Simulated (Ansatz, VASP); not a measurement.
**Two plane-wave programs on Cr**

```xyz
1
Lattice="2.3484 0.0000 0.0000 0.0000 2.3484 0.0000 0.0000 0.0000 2.3484" Properties=species:S:1:pos:R:3 pbc="T T T"
Cr    0.0000    0.0000    0.0000
```

Alike in both runs: task relaxation of cell and atoms; functional revPBE; k mesh 13 × 13 × 13; occupations fermi-dirac, width 0.1 eV; no spin polarisation.

|  | VASP | Ansatz |
| --- | --- | --- |
| version | VASP 6.6.1 | Ansatz 0.2.0 |
| potentials or method | VASP PAW PBE potentials, release 64 (Cr_pv), cutoff 600 eV | plane waves (420 eV) with PAW, scalar-relativistic |
| valence electrons in the cell | 12 | 14 |

|  | VASP | Ansatz | Ansatz less VASP |
| --- | --- | --- | --- |
| relaxed volume (Å³/atom) | 13.00 | 13.02 | +0.020 |
| relaxed cell length with the largest relative difference (Å) | 2.351 | 2.352 | +0.0012 |

VASP's potentials were made for PBE, not for revPBE. VASP's potentials hold 12 valence electrons a cell and Ansatz's 14, so a difference there can come from the potentials and not from the codes.
